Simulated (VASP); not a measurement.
Input of a VASP 6.6.1 run:

The input INCAR:

```
SYSTEM = W
PREC = Accurate
ENCUT = 500
EDIFF = 1E-7
ISMEAR = -1
SIGMA = 0.1
LREAL = .False.
LASPH = .True.
NELM = 120
ALGO = Normal
ISIF = 3
LWAVE = .False.
LCHARG = .False.
GGA = PE
IBRION = 2
NSW = 80
EDIFFG = -0.02
GGA_COMPAT = .False.
NELMIN = 4
```

KPOINTS

```
regular mesh
0
Gamma
  13 13 13
  0 0 0
```

File POSCAR:

```
W
1.0
   -1.5823450000      1.5823450000      1.5823450000
    1.5823450000     -1.5823450000      1.5823450000
    1.5823450000      1.5823450000     -1.5823450000
W
1
Direct
    0.0000000000      0.0000000000      0.0000000000
```

Potentials or basis: VASP PAW PBE potentials, release 64 (W_sv).

The run is started by

```sh
$ cat potpaw_PBE.64/W_sv/POTCAR > POTCAR
$ mpirun -np 1 vasp_std > vasp.out
```

(1) Estimate the relaxed cell.

(2) Estimate the space group after relaxing (to 0.1 Å).

## Answers

(1) a = 2.758 Å, b = 2.758 Å, c = 2.758 Å, α = 109.47°, β = 109.47°, γ = 109.47°.

(2) Im-3m (No. 229).
